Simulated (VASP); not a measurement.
Wanted: the native input for a VASP 6.6.1 run.

- Task: single point
- Functional: HSE06
- Potentials or basis: VASP PAW PBE potentials, release 64 (Ga_d, N)
- Cutoff: 520 eV
- k mesh: 4 × 4 × 4
- Occupations: fermi-dirac, width 0.05 eV
- Spin: no spin polarisation
- Dipole correction: no
- Grid for exact exchange (PRECFOCK): Normal
- Further INCAR settings: ALGO = Normal; EDIFF = 1e-06; NBANDS = 16
- Screening parameter: 0.2079 1/Å

The system is GaN (zinc blende type).

```xyz
2
Lattice="0.0000 2.3049 2.3049 2.3049 0.0000 2.3049 2.3049 2.3049 0.0000" Properties=species:S:1:pos:R:3 pbc="T T T"
Ga    0.0000    0.0000    0.0000
N     1.1525    1.1525    1.1525
```

One way to write it, as run:

POSCAR

```
GaN
1.0
    0.0000000000      2.3049376437      2.3049376437
    2.3049376437      0.0000000000      2.3049376437
    2.3049376437      2.3049376437      0.0000000000
Ga N
1 1
Direct
    0.0000000000      0.0000000000      0.0000000000
    0.2500000000      0.2500000000      0.2500000000
```

INCAR.step1

```
SYSTEM = GaN
PREC     = Accurate       ! precision mode
ENCUT    = 520            ! plane-wave cutoff, eV
EDIFF    = 1E-5           ! SCF threshold, eV
ISMEAR   = -1             ! smearing method
SIGMA    = 0.05           ! smearing width, eV
LREAL    = .False.        ! projectors in reciprocal space
LASPH    = .True.         ! aspherical terms in the spheres
NELM     = 60             ! most SCF steps
ALGO     = Normal         ! electronic algorithm
ISIF     = 2              ! what is computed and relaxed
LWAVE    = .True.         ! write WAVECAR
LCHARG   = .False.        ! write CHGCAR
GGA      = PE             ! functional
NBANDS   = 16             ! bands
```

INCAR.step2

```
SYSTEM = GaN
PREC     = Accurate       ! precision mode
ENCUT    = 520            ! plane-wave cutoff, eV
EDIFF    = 1E-6           ! SCF threshold, eV
ISMEAR   = -1             ! smearing method
SIGMA    = 0.05           ! smearing width, eV
LREAL    = .False.        ! projectors in reciprocal space
LASPH    = .True.         ! aspherical terms in the spheres
NELM     = 60             ! most SCF steps
ALGO     = Normal         ! electronic algorithm
ISIF     = 2              ! what is computed and relaxed
LWAVE    = .False.        ! write WAVECAR
LCHARG   = .False.        ! write CHGCAR
GGA      = PE             ! functional
LHFCALC  = .True.         ! exact exchange
HFSCREEN = 0.2079         ! screening, 1/A
PRECFOCK = Normal       
ISTART   = 1            
NBANDS   = 16             ! bands
```

KPOINTS

```
regular mesh
0
Gamma
  4 4 4
  0 0 0
```

Potentials or basis: VASP PAW PBE potentials, release 64 (Ga_d, N).

The run is started by

```bash
$ cat potpaw_PBE.64/Ga_d/POTCAR potpaw_PBE.64/N/POTCAR > POTCAR
$ cp INCAR.step1 INCAR
$ mpirun -np 1 vasp_std > vasp.out
$ cp INCAR.step2 INCAR
$ mpirun -np 1 vasp_std > vasp.out
```

It gave:

The pressure is -12.5 GPa. The band gap on the k mesh is 2.50 eV, direct.

Caveat: the k points lie up to 0.59 Å⁻¹ apart; the PAW data sets were made with another functional, which shifts forces and pressure a little.

It took 4.6 min on 1 thread of Intel Xeon 6975P-C, on a shared host, peak memory 0.25 GiB.
